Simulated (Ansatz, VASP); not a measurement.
**One calculation of Eu, two programs**

INCAR

```
SYSTEM = Eu
PREC = Accurate
ENCUT = 520
EDIFF = 1E-6
ISMEAR = -1
SIGMA = 0.05
LREAL = .False.
LASPH = .True.
NELM = 150
ALGO = Normal
ISIF = 2
LWAVE = .False.
LCHARG = .False.
ISPIN = 2
MAGMOM = 7.02
LORBIT = 11
LMAXMIX = 6
GGA = PE
NBANDS = 18
```

File KPOINTS:

```
regular mesh
0
Gamma
  13 13 13
  0 0 0
```

The input POSCAR:

```
Eu
1.0
   -2.1939508085      2.1939508085      2.1939508085
    2.1939508085     -2.1939508085      2.1939508085
    2.1939508085      2.1939508085     -2.1939508085
Eu
1
Direct
    0.0000000000      0.0000000000      0.0000000000
```

Input for Ansatz:

```yaml
crystal:
  lattice:
    - [-2.1939508085, 2.1939508085, 2.1939508085]
    - [2.1939508085, -2.1939508085, 2.1939508085]
    - [2.1939508085, 2.1939508085, -2.1939508085]
  atoms:
    - { symbol: Eu, position: [0.0, 0.0, 0.0], spin: 7.02 }
hamiltonian:
  xc: pbe
  pseudopotentials:
    kind: paw
    azcp:
      Eu: "pseudopotentials/Eu.paw.azcp"
basis:
  ecutwfc: 420
  fft_grid_basis: typed
kpoints:
  mp_grid: { grid: [13, 13, 13], shift: [0, 0, 0] }
magnetization:
  spin_polarized: true
scf:
  occupations: { method: fermi_dirac, width: 0.05 }
  lower_state_search: "off"
output:
  stress: true
```

Alike in both runs: task single point; functional PBE; k mesh 13 × 13 × 13; occupations fermi-dirac, width 0.05 eV; collinear spin.

|  | VASP | Ansatz |
| --- | --- | --- |
| version | VASP 6.6.1 | Ansatz 0.2.0 |
| potentials or method | VASP PAW PBE potentials, release 64 (Eu), cutoff 520 eV | plane waves (420 eV) with PAW, scalar-relativistic |
| valence electrons in the cell | 17 | 17 |

```tsv
	VASP	Ansatz	Ansatz less VASP
pressure (GPa)	-0.3	0.0	+0.22
net moment per atom (μB)	7.27	7.27	+0.009
size of the moment on the site where the two differ most (μB)	6.67	7.02	+0.352
```

Site moments also hang on the region over which each program counts them. The functional is the same, so the differences come from potentials, cutoffs and numerics.

Neither program's run includes spin-orbit coupling.
